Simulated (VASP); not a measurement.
Runs of VASP 6.6.1 on Sn. Symmetry: Fd-3m, No. 227, cubic system. Conventional cell: a = 6.491 Å, b = 6.491 Å, c = 6.491 Å, α = 90.00°, β = 90.00°, γ = 90.00°. Within 3.7 Å of Sn (site symmetry -43m) lie 4 Sn at 2.81 Å. This isn't the form of Sn at room conditions, which is tetragonal (white tin).

| task | level | potentials or basis | spin | cutoff (eV) | smearing | gap on the mesh (eV) | pressure (GPa) |
| --- | --- | --- | --- | --- | --- | --- | --- |
| single point | LDA | VASP PAW LDA potentials, release 64 (Sn_d) | off | 500 | fermi-dirac 0.03 eV | none | -0.4 |
| electric field gradients | r2SCAN | VASP PAW PBE potentials, release 64 (Sn_d) | off | 440 | methfessel-paxton 0.001 eV | none | (b) |
| electric field gradients | PBEsol | VASP PAW PBE potentials, release 64 (Sn_d) | off | 400 | fermi-dirac 0.03 eV | none | 0.9 |
| single point | r2SCAN | VASP PAW PBE potentials, release 64 (Sn_d) | off | 550 | fermi-dirac 0.03 eV | none | 1.6 |
| electric field gradients | PBE | VASP PAW PBE potentials, release 64 (Sn_d) | non-collinear, zero start, SOC | 400 | fermi-dirac 0.03 eV | - | (a) |

Alike in all rows: cell as given; k mesh 9 × 9 × 9.

Estimate the missing entries.

(a) 3.2; (b) 1.7.

Caveats: spin-orbit coupling is left out, which moves the levels of the heavy elements (at least some runs); the PAW data sets were made with another functional, which shifts forces and pressure a little (at least some runs); the cell stands under pressure (at least some runs).

A k mesh can miss the band edges, and rows without SOC leave out spin-orbit coupling on Sn.

A gap of «none» marks levels without a gap at the run's occupations.
